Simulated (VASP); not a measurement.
# CaY3Cl2 (P6/mmm) in VASP: a series of runs

Runs on CaY3Cl2. Level: PBE. Tasks: single point, relaxation of cell and atoms.

Everything below comes from runs of VASP 6.6.1. Logs are shortened: lines on timing, memory, paths and dates and some standing lists are left out, and cuts for length are marked.

### Step 1. The cell of the first run

Symmetry: P6/mmm, No. 191, hexagonal system. The conventional cell has a = 7.249 Å, b = 7.249 Å, c = 3.685 Å, α = 90.00°, β = 90.00°, γ = 120.00°. Within 4.8 Å of Ca (site symmetry 6/mmm) lie 2 Ca at 3.69 Å and 12 Y at 4.07 Å and 6 Cl at 4.19 Å. Y (site symmetry mmm) has 4 Cl at 2.79 Å and 6 Y at 3.62 to 3.69 Å within 3.7 Å. Cl (site symmetry -6m2) has 6 Y at 2.79 Å and 2 Cl at 3.69 Å within 3.7 Å.

### Step 2. Single point, PBE

Contents of INCAR:

```
  PREC = Accurate
  ENCUT = 520
  EDIFF = 1E-7
  ISMEAR = 0
  SIGMA = 0.1
  LREAL = F
  LASPH = T
  NELM = 80
  ALGO = Normal
  ISIF = 2
  LWAVE = F
  LCHARG = T
  GGA = PE
  LELF = T
  LVHAR = T
  NBANDS = 38
```

Contents of KPOINTS:

```
regular mesh
0
Gamma
  6 6 10
```

Contents of POSCAR:

```
CaY3Cl2
1.0
    7.2493718103      0.0000000000      0.0000000000
   -3.6246859051      6.2781401492      0.0000000000
    0.0000000000      0.0000000000      3.6850154369
Ca Y Cl
1 3 2
Direct
    0.0000000000      0.0000000000      0.0000000000
    0.5000000000      0.0000000000      0.5000000000
    0.0000000000      0.5000000000      0.5000000000
    0.5000000000      0.5000000000      0.5000000000
    0.6666666667      0.3333333333      0.0000000000
    0.3333333333      0.6666666667      0.0000000000
```

Potentials or basis: VASP PAW PBE potentials, release 64 (Ca_sv, Y_sv, Cl).

Command:

```sh
$ cat potpaw_PBE.64/Ca_sv/POTCAR potpaw_PBE.64/Y_sv/POTCAR potpaw_PBE.64/Cl/POTCAR > POTCAR
$ mpirun -np 1 vasp_std > vasp.out
```

OUTCAR:

```text
PREC = Accurate
   ENCUT = 520
   EDIFF = 1E-7
   ISMEAR = 0
   LREAL = F
   LASPH = T
   NELM = 80
   ISIF = 2
   GGA = PE

 ion  position               nearest neighbor table
   1  0.000  0.000  0.000-
   2  0.500  0.000  0.500-   5 2.79   6 2.79   5 2.79   6 2.79   4 3.62   4 3.62   3 3.62   3 3.62

   3  0.000  0.500  0.500-   5 2.79   6 2.79   5 2.79   6 2.79   4 3.62   4 3.62   2 3.62   2 3.62

   4  0.500  0.500  0.500-   5 2.79   6 2.79   5 2.79   6 2.79   2 3.62   2 3.62   3 3.62   3 3.62

   5  0.667  0.333  0.000-   2 2.79   2 2.79   3 2.79   3 2.79   4 2.79   4 2.79
   6  0.333  0.667  0.000-   2 2.79   2 2.79   3 2.79   3 2.79   4 2.79   4 2.79

  LATTYP: Found a hexagonal cell.
 ALAT       =     7.2493718103
 C/A-ratio  =     0.5083220358

  Lattice vectors:

 A1 = (   7.2493718103,   0.0000000000,   0.0000000000)
 A2 = (  -3.6246859051,   6.2781401492,   0.0000000000)
 A3 = (   0.0000000000,   0.0000000000,   3.6850154369)

Analysis of symmetry for initial positions (statically):
=====================================================================
 Subroutine PRICEL returns:
 Original cell was already a primitive cell.

 Routine SETGRP: Setting up the symmetry group for a
 hexagonal supercell.

 Subroutine GETGRP returns: Found 24 space group operations
 (whereof 24 operations were pure point group operations)
 out of a pool of 24 trial point group operations.

The static configuration has the point symmetry D_6h.

Analysis of symmetry for dynamics (positions and initial velocities):
=====================================================================
 Subroutine PRICEL returns:
 Original cell was already a primitive cell.

 Routine SETGRP: Setting up the symmetry group for a
 hexagonal supercell.

 Subroutine GETGRP returns: Found 24 space group operations
 (whereof 24 operations were pure point group operations)
 out of a pool of 24 trial point group operations.

The dynamic configuration has the point symmetry D_6h.

 Subroutine INISYM returns: Found 24 space group operations
 (whereof 24 operations are pure point group operations),
 and found     1 'primitive' translations

----------------------------------------------------------------------------------------

                                     Primitive cell

  volume of cell :     167.7145

  direct lattice vectors                    reciprocal lattice vectors
[... 93 lines left out ...]
   ENCUT  =  520.0 eV  38.22 Ry    6.18 a.u.  13.48 13.48  6.85*2*pi/ulx,y,z
   NELM   =     80;   NELMIN=  2; NELMDL= -5     # of ELM steps
   EDIFF  = 0.1E-06   stopping-criterion for ELM
   LREAL  =      F    real-space projection
   EDIFFG = 0.1E-05   stopping-criterion for IOM
   NSW    =      0    number of steps for IOM
   IBRION =     -1    ionic relax: 0-MD 1-quasi-New 2-CG
   NFREE  =      0    steps in history (QN), initial steepest desc. (CG)
   ISIF   =      2    stress and relaxation
   ISYM   =      2    0-nonsym 1-usesym 2-fastsym
   POTIM  = 0.5000    time-step for ionic-motion
   TEBEG  =    0.0;   TEEND  =   0.0 temperature during run
   PSTRESS=    0.0 pullay stress
   NELECT =      57.0000    total number of electrons
   NUPDOWN=      -1.0000    fix difference up-down
   EMIN   =  10.00;   EMAX   =-10.00  energy-range for DOS
   EFERMI =   0.00;   METHOD = LEGACY
   ISMEAR =     0;   SIGMA  =   0.10  broadening in eV -4-tet -1-fermi 0-gaus
   EFERMI_NEDOS =   21; number of points for ismear=-14 and -15
   IALGO  =     38    algorithm
   IMIX   =      4    mixing-type and parameters
     AMIX     =   0.40;   BMIX     =  1.00
     AMIX_MAG =   1.60;   BMIX_MAG =  1.00
  volume/ion in A,a.u.               =      27.95       188.63
  Fermi-wavevector in a.u.,A,eV,Ry     =   1.142465  2.158946 17.758680  1.305226
  Thomas-Fermi vector in A             =   2.279163
   LORBIT       =      0    0 simple, 1 ext, 2 COOP (PROOUT), +10 PAW based schemes
   GGA     = PE    functional components
   LHFCALC =     F    Hartree Fock is set to
   AEXX    =    0.0000 exact exchange contribution
   IVDW    =     0    specifies the selected vdW correction
   LEPSILON=     F    determine dielectric tensor
   LRPA    =     F    only Hartree local field effects (RPA)
 non-spin polarized calculation
 Gauss-broadening in eV      SIGMA  =   0.10
  energy-cutoff  :      520.00
  volume of cell :      167.71
 maximum number of plane-waves:      4562
 NGX is ok and might be reduce to    54
   NGX = 27   NGY = 27   NGZ = 13

 number of electron      56.9999998 magnetization

 Free energy of the ion-electron system (eV)
  ---------------------------------------------------
  ext. energy  EPLUGINS =         0.00000000
  ---------------------------------------------------
  free energy    TOTEN  =       -28.60471908 eV

  energy without entropy =      -28.57891659  energy(sigma->0) =      -28.59181784

 E-fermi :   4.4299     XC(G=0):  -9.3092

 val. band max:        4.4284724847   @ k =   0.3333   0.1667   0.3000
 cond. band min:       4.4375436647   @ k =   0.3333   0.3333   0.4000
 fundamental gap:      0.0090711800
 Fermi energy:         4.4299459204

 k-point     1 :       0.0000    0.0000    0.0000
  band No.  band energies     occupation
      1     -38.8755      2.00000
      2     -38.8425      2.00000
      3     -38.8425      2.00000
      4     -37.2822      2.00000
      5     -19.5191      2.00000
      6     -18.9708      2.00000
[... 973 lines left out ...]
     37       6.6872      0.00000
     38       6.9390      0.00000

 [... further k-points ...]
[... 5 lines left out ...]
  --------------------------------------------------------------------------------------
  -------------------------------------------------------------------------------------
  Total        0.0049183      0.0049183      0.0607165      0.0000000      0.0000000      0.0000000
  in kB        0.0469844      0.0469844      0.5800247      0.0000000      0.0000000      0.0000000
  external PRESSURE =       0.2246645 kB  Pullay stress =       0.0000000 kB

 VOLUME and BASIS-vectors are now :
 -----------------------------------------------------------------------------
  energy-cutoff  :      520.00
  volume of cell :      167.71
      direct lattice vectors                 reciprocal lattice vectors
     7.249371810  0.000000000  0.000000000     0.137942987  0.079641421  0.000000000
    -3.624685905  6.278140149  0.000000000     0.000000000  0.159282841  0.000000000
     0.000000000  0.000000000  3.685015437     0.000000000  0.000000000  0.271369284

 POSITION                                       TOTAL-FORCE (eV/Angst)
 -----------------------------------------------------------------------------------
      0.00000      0.00000      0.00000         0.000000     -0.000000      0.000000
      3.62469      0.00000      1.84251         0.000000     -0.000000      0.000000
     -1.81234      3.13907      1.84251         0.000000     -0.000000      0.000000
      1.81234      3.13907      1.84251         0.000000     -0.000000      0.000000
      3.62469      2.09271      0.00000         0.000000     -0.000000      0.000000
     -0.00000      4.18543      0.00000        -0.000000      0.000000      0.000000
 -----------------------------------------------------------------------------------
    total drift:                                0.000000      0.000000      0.000000

  FREE ENERGIE OF THE ION-ELECTRON SYSTEM (eV)
  ---------------------------------------------------
  free  energy   TOTEN  =       -28.6047190812 eV

  energy  without entropy=      -28.5789165939  energy(sigma->0) =      -28.59181784
```

OSZICAR:

```text
N       E                     dE             d eps       ncg     rms          rms(c)
DAV:   1     0.417517404965E+03    0.41752E+03   -0.27301E+04  3192   0.141E+03
DAV:   2     0.954084985964E+01   -0.40798E+03   -0.39743E+03  3726   0.360E+02
DAV:   3    -0.271024139223E+02   -0.36643E+02   -0.36075E+02  4858   0.804E+01
DAV:   4    -0.296096736065E+02   -0.25073E+01   -0.24917E+01  5040   0.193E+01
DAV:   5    -0.297104080427E+02   -0.10073E+00   -0.10056E+00  4452   0.331E+00    0.340E+01
DAV:   6    -0.286048815222E+02    0.11055E+01   -0.69061E+00  3978   0.627E+00    0.221E+01
DAV:   7    -0.286040375020E+02    0.84402E-03   -0.79094E-01  4726   0.335E+00    0.582E+00
DAV:   8    -0.286060554769E+02   -0.20180E-02   -0.74820E-02  4444   0.104E+00    0.760E-01
DAV:   9    -0.286048889925E+02    0.11665E-02   -0.66172E-03  4160   0.420E-01    0.298E-01
DAV:  10    -0.286047305306E+02    0.15846E-03   -0.18136E-03  4218   0.222E-01    0.745E-02
DAV:  11    -0.286047150254E+02    0.15505E-04   -0.20956E-04  4522   0.683E-02    0.199E-02
DAV:  12    -0.286047182138E+02   -0.31884E-05   -0.12300E-05  5096   0.148E-02    0.936E-03
DAV:  13    -0.286047197268E+02   -0.15130E-05   -0.21328E-06  4706   0.699E-03    0.659E-03
DAV:  14    -0.286047192392E+02    0.48766E-06   -0.31066E-07  3296   0.251E-03    0.103E-03
DAV:  15    -0.286047190819E+02    0.15728E-06   -0.55166E-08  2352   0.138E-03    0.419E-04
DAV:  16    -0.286047190812E+02    0.66484E-09   -0.16618E-08  2352   0.599E-04
   1 F= -.28604719E+02 E0= -.28591818E+02  d E =-.258025E-01
```

Wall time 3.7 min (1 thread of Intel Xeon Platinum 8488C (Sapphire Rapids), shared host); peak memory 0.44 GiB.

Results:

| Item | Value |
| --- | --- |
| Free energy | -28.6047 eV |
| Pressure | 0.0 GPa |

Caveat: an odd number of electrons without spin polarisation forces a metal; a magnetic or distorted state may lie lower.

### Step 3. Relaxation of cell and atoms, PBE

This run uses another cell than the first one, of 27.85 Å³/atom, 0.996 times its volume.

Contents of INCAR:

```
ALGO = Normal
EDIFF = 1E-7
EDIFFG = -0.04
ENCUT = 600
GGA = PE
IBRION = 2
ISIF = 3
ISMEAR = 0
LASPH = True
LCHARG = False
LREAL = False
LWAVE = False
NELM = 80
NSW = 90
PREC = Accurate
SIGMA = 0.1
```

Contents of KPOINTS:

```
k-points
0
Gamma
  3 3 6
```

Changes to POSCAR since step 2:

```diff
@@ -2,5 +2,5 @@
 1.0
-    7.2493718103      0.0000000000      0.0000000000
-   -3.6246859051      6.2781401492      0.0000000000
-    0.0000000000      0.0000000000      3.6850154369
+    7.1935794291      0.0000000000      0.0000000000
+   -3.5967897146      6.2298225297      0.0000000000
+    0.0000000000      0.0000000000      3.7284904392
 Ca Y Cl
```

Potentials or basis: VASP PAW PBE potentials, release 64 (Ca_sv, Y_sv, Cl).

Command:

```sh
$ cat potpaw_PBE.64/Ca_sv/POTCAR potpaw_PBE.64/Y_sv/POTCAR potpaw_PBE.64/Cl/POTCAR > POTCAR
$ mpirun -np 1 vasp_std > vasp.out
```

Wall time 2.8 min (1 thread of Intel Xeon Platinum 8488C (Sapphire Rapids), shared host); peak memory 0.4 GiB.

Results (log left out):

- Free energy: -28.6184 eV
- Relaxed volume: 27.99 Å³/atom
- Relaxed cell: a = 7.263 Å, b = 7.263 Å, c = 3.677 Å, α = 90.00°, β = 90.00°, γ = 120.00°
- Space group after relaxing (to 0.05 Å): P6/mmm (No. 191)
- Energy gained by relaxing: 1.6 meV/atom
- Ionic steps: 3
- Pressure after relaxing: -0.1 GPa

Step by step:
```csv
step,energy change (eV),largest force (eV/Å),pressure (GPa),volume (Å³)
1,0.0000,0.0000,0.08,167.09
2,-0.0058,0.0000,0.00,167.44
3,-0.0094,0.0000,-0.12,167.97
```

Final structure:
```xyz
6
Lattice="7.2630 0.0000 0.0000 -3.6315 6.2899 0.0000 0.0000 0.0000 3.6768" Properties=species:S:1:pos:R:3 pbc="T T T"
Ca   -3.6315    6.2899    3.6768
Y     3.6315    0.0000    1.8384
Y    -1.8157    3.1450    1.8384
Y     1.8157    3.1450    1.8384
Cl    3.6315    2.0966    3.6768
Cl    0.0000    4.1933    0.0000
```

Levels at points of the mesh, in eV from the Fermi level:
```csv
k point,band 27,band 28,band 29,band 30,band 31,band 32
"(0.00, 0.00, 0.00)",-0.70,-0.70,0.40,0.40,0.50,0.50
"(0.00, 0.00, 0.50)",-0.67,-0.36,-0.36,0.03,0.83,0.83
```

Caveat: an odd number of electrons without spin polarisation forces a metal; a magnetic or distorted state may lie lower.

[end of part 1 of 2]
